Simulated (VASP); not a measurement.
Wanted: the native input for a VASP 6.6.1 run.

```
Task                   : single point
Functional             : PBE
Potentials or basis    : VASP PAW PBE potentials, release 64 (Pr_3, Be, Si), 4f in core
Cutoff                 : 600 eV
k mesh                 : 4 × 4 × 4
Occupations            : gaussian, width 0.2 eV
Spin                   : no spin polarisation
Dipole correction      : no
Further INCAR settings : ALGO = Normal; EDIFF = 1e-06; NBANDS = 32
```

The structure of PrBe3Si lies in POSCAR:

```
PrBe3Si
1.0
    1.9710989376     -1.9710989376     -4.7292393061
    1.9710989376     -1.9710989376      4.7292393061
   -3.9421978752     -3.9421978752      0.0000000000
Pr Be Si
2 6 2
Direct
    0.9794149737      0.0205850263      1.0000000000
    0.4794149737      0.5205850263      0.5000000000
    0.1043894150      0.8956105850      0.5000000000
    0.6043894150      0.3956105850      1.0000000000
    0.9736140975      0.5263859025      0.7500000000
    0.4736140975      0.0263859025      0.2500000000
    0.4736140975      0.0263859025      0.7500000000
    0.9736140975      0.5263859025      0.2500000000
    0.3539674061      0.6460325939      1.0000000000
    0.8539674061      0.1460325939      0.5000000000
```

One way to write it, as run:

INCAR

```
SYSTEM = PrBe3Si
PREC     = Accurate       ! precision mode
ENCUT    = 600            ! plane-wave cutoff, eV
EDIFF    = 1E-6           ! SCF threshold, eV
ISMEAR   = 0              ! smearing method
SIGMA    = 0.2            ! smearing width, eV
LREAL    = .FALSE.        ! projectors in reciprocal space
LASPH    = .TRUE.         ! aspherical terms in the spheres
NELM     = 200            ! most SCF steps
ALGO     = Normal         ! electronic algorithm
ISIF     = 2              ! what is computed and relaxed
LWAVE    = .FALSE.        ! write WAVECAR
LCHARG   = .FALSE.        ! write CHGCAR
GGA      = PE             ! functional
NBANDS   = 32             ! bands
GGA_COMPAT= .FALSE.      
LMAXMIX  = 6              ! l up to which the mixer works
```

KPOINTS

```
Automatic mesh
0
G
  4 4 4
  0 0 0
```

Potentials or basis: VASP PAW PBE potentials, release 64 (Pr_3, Be, Si), 4f in core.

Launch:

```sh
$ cat potpaw_PBE.64/Pr_3/POTCAR potpaw_PBE.64/Be/POTCAR potpaw_PBE.64/Si/POTCAR > POTCAR
$ mpirun -np 1 vasp_std > vasp.out
```

Results of the run:

```yaml
Pressure: 0.2 GPa
Largest_force: 0.072 eV/Å
Band_gap_on_the_k_mesh: zero (bands 21 and 22 overlap by 1.48 eV)
```

Caveat: spin-orbit coupling is left out, which moves the levels of the heavy elements; the 4f electrons are frozen in the core, so they carry no moment and show no levels.

Wall time 75 s on 1 thread of AMD EPYC 9R45 96-Core Processor (Zen 5), with other jobs on the host, peak memory 0.35 GiB.
